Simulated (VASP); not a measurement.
# Si3As: relaxation of cell and atoms with PBE

Crystal: Si3As.

```
Si As
1.0
     3.28334    0.00000    0.00000
     0.00000    3.28334    0.00000
     0.00000    0.00000    6.34061
Si As
3 1
Direct
  0.50000 0.50000 0.23654
  0.50000 0.50000 0.76346
  0.00000 0.00000 0.50000
  0.00000 0.00000 0.00000
```

The cell was generated, and may not be a known phase.

```yaml
Program: VASP 6.6.1
Task: relaxation of cell and atoms
Functional: PBE
Potentials_or_basis: VASP PAW PBE potentials, release 64 (Si, As_d)
Cutoff: 510 eV
k_mesh: 6 × 6 × 4
Occupations: gaussian, width 0.1 eV
Spin: no spin polarisation
Dipole_correction: no
Further_INCAR_settings: ALGO = Normal; EDIFF = 1e-07; IBRION = 2; EDIFFG = -0.04; NSW = 90; ISIF = 3
```

- Relaxed volume: 15.98 Å³/atom
- Relaxed cell: a = 3.304 Å, b = 3.304 Å, c = 5.855 Å, α = 90.00°, β = 90.00°, γ = 90.00°
- Space group after relaxing (to 0.1 Å): P4/mmm (No. 123)
- Energy gained by relaxing: 62.0 meV/atom
- Ionic steps: 12
- Pressure after relaxing: -0.2 GPa
- Largest force after relaxing: 0.027 eV/Å

Forces in eV/Å, atoms in the order of the input:
```
Si   0.000  0.000  0.027
Si   0.000  0.000 -0.027
Si   0.000  0.000  0.000
As   0.000  0.000  0.000
```

Stress tensor (GPa, compression positive):
```
-0.26  0.00  0.00
 0.00 -0.26  0.00
 0.00  0.00  0.03
```

Step by step:
```csv
step,energy change (eV),largest force (eV/Å),pressure (GPa),volume (Å³)
1,0.0000,0.3409,-4.50,68.35
2,-0.0958,0.4524,-0.05,63.71
3,-0.0976,0.4961,0.83,62.99
4,-0.1238,0.4251,0.74,62.91
5,-0.1863,0.4690,0.94,62.66
6,-0.1975,0.4562,3.27,62.08
7,-0.2044,0.4256,1.23,62.51
8,-0.2335,0.1751,1.89,62.30
9,-0.2287,0.0611,2.51,62.19
10,-0.2345,0.1055,2.07,62.27
11,-0.2326,0.0491,-2.28,65.77
12,-0.2480,0.0274,-0.16,63.90
```

Final structure:
```yaml
crystal:
  lattice:
    - [3.30358, 0.00000, 0.00000]
    - [0.00000, 3.30358, 0.00000]
    - [0.00000, 0.00000, 5.85533]
  atoms:
    - { symbol: Si, position: [0.50000, 0.50000, 0.28058] }
    - { symbol: Si, position: [0.50000, 0.50000, 0.71942] }
    - { symbol: Si, position: [0.00000, 0.00000, 0.50000] }
    - { symbol: As, position: [0.00000, 0.00000, 0.00000] }
```

Levels at points of the mesh, in eV from the Fermi level:
| k point | band 11 | band 12 | band 13 | band 14 | band 15 | band 16 |
| --- | --- | --- | --- | --- | --- | --- |
| (0.00, 0.00, 0.00) | -1.88 | 1.00 | 1.04 | 1.20 | 1.20 | 1.89 |
| (0.50, 0.00, 0.00) | -6.35 | 0.50 | 1.14 | 2.97 | 2.97 | 3.20 |
| (0.50, 0.50, 0.00) | -3.92 | -3.91 | -3.14 | -3.14 | -2.95 | -2.30 |
| (0.00, 0.00, 0.50) | -1.34 | -1.05 | -1.05 | -0.60 | -0.32 | 2.39 |
| (0.50, 0.00, 0.50) | -1.90 | -1.46 | -1.24 | 1.09 | 1.47 | 1.88 |
| (0.50, 0.50, 0.50) | -5.77 | -5.62 | -5.62 | 0.18 | 0.31 | 0.52 |

Run time: 120 s on 1 thread of AMD EPYC 9R45 96-Core Processor (Zen 5), with other jobs on the host, peak memory 0.16 GiB.

Caveat: the highest band is partly filled, so the run has too few bands.
